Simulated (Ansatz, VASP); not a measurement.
# ZnCd5O6 in VASP and in Ansatz

Contents of INCAR:

```
PREC = Accurate ; ENCUT = 520
EDIFF = 1E-6 ; ISMEAR = 0
SIGMA = 0.1 ; LREAL = F
LASPH = T ; NELM = 150
ALGO = Normal ; ISIF = 2
LWAVE = F ; LCHARG = F
ISPIN = 2 ; MAGMOM = 0 0 0 0 0 0 1 1 1 1 1 1
LORBIT = 11 ; GGA = PE
NBANDS = 70
```

File KPOINTS:

```
Automatic mesh
0
Gamma
  6 4 2
```

Contents of POSCAR:

```
ZnCd5O6
1.0
    3.3033770000      0.0000000000      0.0000000000
    0.0000000000      4.7238379000      0.0000000000
    0.0000000000      0.0000000000     10.0008399000
Zn Cd O
1 5 6
Direct
    0.0000000000      0.0000000000      0.5000000000
    0.0000000000      0.0000000000      0.8271960000
    0.5000000000      0.5000000000      0.0000000000
    0.0000000000      0.0000000000      0.1728040000
    0.5000000000      0.5000000000      0.3390380000
    0.5000000000      0.5000000000      0.6609620000
    0.0000000000      0.5000000000      0.8313370000
    0.5000000000      0.0000000000      0.0000000000
    0.0000000000      0.5000000000      0.1686630000
    0.5000000000      0.0000000000      0.3521460000
    0.0000000000      0.5000000000      0.5000000000
    0.5000000000      0.0000000000      0.6478540000
```

Input for Ansatz:

```yaml
crystal:
  lattice:
    - [3.303377, 0.0, 0.0]
    - [0.0, 4.7238379, 0.0]
    - [0.0, 0.0, 10.0008399]
  atoms:
    - { symbol: Zn, position: [0.0, 0.0, 0.5] }
    - { symbol: Cd, position: [0.0, 0.0, 0.827196] }
    - { symbol: Cd, position: [0.5, 0.5, 0.0] }
    - { symbol: Cd, position: [0.0, 0.0, 0.172804] }
    - { symbol: Cd, position: [0.5, 0.5, 0.339038] }
    - { symbol: Cd, position: [0.5, 0.5, 0.660962] }
    - { symbol: O, position: [0.0, 0.5, 0.831337], spin: 1.0 }
    - { symbol: O, position: [0.5, 0.0, 0.0], spin: 1.0 }
    - { symbol: O, position: [0.0, 0.5, 0.168663], spin: 1.0 }
    - { symbol: O, position: [0.5, 0.0, 0.352146], spin: 1.0 }
    - { symbol: O, position: [0.0, 0.5, 0.5], spin: 1.0 }
    - { symbol: O, position: [0.5, 0.0, 0.647854], spin: 1.0 }
basis:
  ecutwfc: 420
kpoints:
  mp_grid: { grid: [6, 4, 2] }
hamiltonian:
  xc: pbe
scf:
  occupations: { method: gaussian, width: 0.1 }
  lower_state_search: "off"
output:
  forces: true
  stress: true
  eigenvalues: true
  populations: true
magnetization:
  spin_polarized: true
```

Alike in both runs: task single point; functional PBE; k mesh 6 × 4 × 2; occupations gaussian, width 0.1 eV; collinear spin.

|  | VASP | Ansatz |
| --- | --- | --- |
| version | VASP 6.6.1 | Ansatz 0.2.0 |
| potentials or method | VASP PAW PBE potentials, release 64 (Zn, Cd, O), cutoff 520 eV | scalar-relativistic, plane waves, PAW |
| valence electrons in the cell | 108 | 148 |

```csv
,VASP,Ansatz,Ansatz less VASP
gap on the k mesh at the Fermi level (eV),none,none,-
pressure (GPa),1.2,0.0,-1.22
rms of the force components (eV/Å),0.010,0.004,-0.0065
net moment per atom (μB),0.00,0.00,0.000
```

Atom by atom the forces differ by 0.008 eV/Å (rms over components). A gap of «none» marks a metal or a gap that the smearing closes. With one functional, cell and mesh, what is left measures potentials, basis and numerics. VASP's potentials hold 108 valence electrons a cell and Ansatz's 148, so a difference there can come from the potentials and not from the codes. Ansatz's warnings: seeded moment not kept.
